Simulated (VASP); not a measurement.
Here is a VASP 6.6.1 calculation.

Contents of INCAR:

```
PREC     = Accurate       # precision mode
ENCUT    = 520            # plane-wave cutoff, eV
EDIFF    = 1E-6           # SCF threshold, eV
ISMEAR   = 0              # smearing method
SIGMA    = 0.15           # smearing width, eV
LREAL    = False          # projectors in reciprocal space
LASPH    = True           # aspherical terms in the spheres
NELM     = 100            # most SCF steps
ALGO     = Normal         # electronic algorithm
ISIF     = 2              # what is computed and relaxed
LWAVE    = False          # write WAVECAR
LCHARG   = False          # write CHGCAR
GGA      = PE             # functional
NBANDS   = 16             # bands
```

Contents of KPOINTS:

```
regular mesh
0
Gamma
  14 14 14
```

POSCAR

```
Si2Ni
1.0
    0.0000000000      2.7231673631      2.7231673631
    2.7231673631      0.0000000000      2.7231673631
    2.7231673631      2.7231673631      0.0000000000
Si Ni
2 1
Direct
    0.2500000000      0.2500000000      0.2500000000
    0.7500000000      0.7500000000      0.7500000000
    0.0000000000      0.0000000000      0.0000000000
```

Potentials or basis: VASP PAW PBE potentials, release 64 (Si, Ni).

Launch:

```sh
$ cat potpaw_PBE.64/Si/POTCAR potpaw_PBE.64/Ni/POTCAR > POTCAR
$ mpirun -np 1 vasp_std > vasp.out
```

(1) Predict the pressure.

(2) Predict the band gap on the k mesh.

Results:

(1) -0.1 GPa.

(2) zero (bands 9 and 10 overlap by 2.14 eV).
